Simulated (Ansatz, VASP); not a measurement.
# Bi2Pd in VASP and in Ansatz

File INCAR:

```
SYSTEM = Bi2Pd
PREC = Accurate
ENCUT = 520
EDIFF = 1E-6
ISMEAR = -1
SIGMA = 0.1
LREAL = .False.
LASPH = .True.
NELM = 60
ALGO = Normal
ISIF = 2
LWAVE = .False.
LCHARG = .False.
GGA = CA
NBANDS = 27
```

File KPOINTS:

```
regular mesh
0
Gamma
  11 11 11
  0 0 0
```

The input POSCAR:

```
Bi2Pd
1.0
   -1.6697177809      1.6697177809      6.4479315732
    1.6697177809     -1.6697177809      6.4479315732
    1.6697177809      1.6697177809     -6.4479315732
Bi Pd
2 1
Direct
    0.3630000000      0.3630000000      0.0000000000
    0.6370000000      0.6370000000      0.0000000000
    0.0000000000      0.0000000000      0.0000000000
```

Input for Ansatz:

```yaml
crystal:
  lattice:
    - [-1.6697177808655508, 1.6697177808655508, 6.447931573164023]
    - [1.6697177808655508, -1.6697177808655508, 6.447931573164023]
    - [1.6697177808655508, 1.6697177808655508, -6.447931573164023]
  atoms:
    - { symbol: Bi, position: [0.363, 0.363, 0.0] }
    - { symbol: Bi, position: [0.637, 0.637, 0.0] }
    - { symbol: Pd, position: [0.0, 0.0, 0.0] }
basis:
  ecutwfc: 500.0
kpoints:
  mp_grid:
    grid: [11, 11, 11]
hamiltonian:
  xc: lda
scf:
  occupations:
    method: fermi_dirac
    width: 0.1
output:
  stress: true
```

Alike in both runs: task single point; functional LDA; k mesh 11 × 11 × 11; occupations fermi-dirac, width 0.1 eV; no spin polarisation.

```csv
,VASP,Ansatz
version,VASP 6.6.1,Ansatz 0.2.0
potentials or method,"VASP PAW LDA potentials, release 64 (Bi_d, Pd), cutoff 520 eV","plane waves, PAW"
valence electrons in the cell,40,48
```

VASP gave:

| Item | Value |
| --- | --- |
| pressure (GPa) | -1.6 |
| traceless stress, the component that is largest in VASP (GPa) | -0.29 |

**Question.** Which values does Ansatz return?

**Answer.** Pressure (GPa): -1.9; traceless stress, the component that is largest in VASP (GPa): -0.29.

LDA's correlation is that of Perdew and Zunger in VASP and of Perdew and Wang (1992) in Ansatz. VASP's potentials hold 40 valence electrons a cell and Ansatz's 48, so a difference there can come from the potentials and not from the codes.

Neither program's run includes spin-orbit coupling.
